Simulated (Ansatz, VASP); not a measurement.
# Co: VASP beside Ansatz

```xyz
2
Lattice="-2.0915 2.0914 1.1964 2.0914 -2.0915 1.1964 2.0917 2.0917 -1.1965" Properties=species:S:1:pos:R:3 pbc="T T T"
Co    0.0003    4.1831   -0.0001
Co    0.0001    2.0916    0.5981
```

Alike in both runs: task single point; functional r2SCAN; k mesh 17 × 17 × 12; occupations fermi-dirac, width 0.1 eV; no spin polarisation.

|  | VASP | Ansatz |
| --- | --- | --- |
| version | VASP 6.6.1 | Ansatz 0.2.0 |
| potentials or method | VASP PAW PBE potentials, release 64 (Co), cutoff 520 eV | plane waves (500 eV) with PAW, scalar-relativistic |
| valence electrons in the cell | 18 | 34 |

|  | VASP | Ansatz | Ansatz less VASP |
| --- | --- | --- | --- |
| pressure (GPa) | 10.9 | 10.4 | -0.51 |
| traceless stress, the component that is largest in VASP (GPa) | -0.83 | -0.82 | +0.012 |

VASP's potentials were made for PBE, not for r2SCAN. The functional is the same, so the differences come from potentials, cutoffs and numerics. VASP's potentials hold 18 valence electrons a cell and Ansatz's 34, so a difference there can come from the potentials and not from the codes.
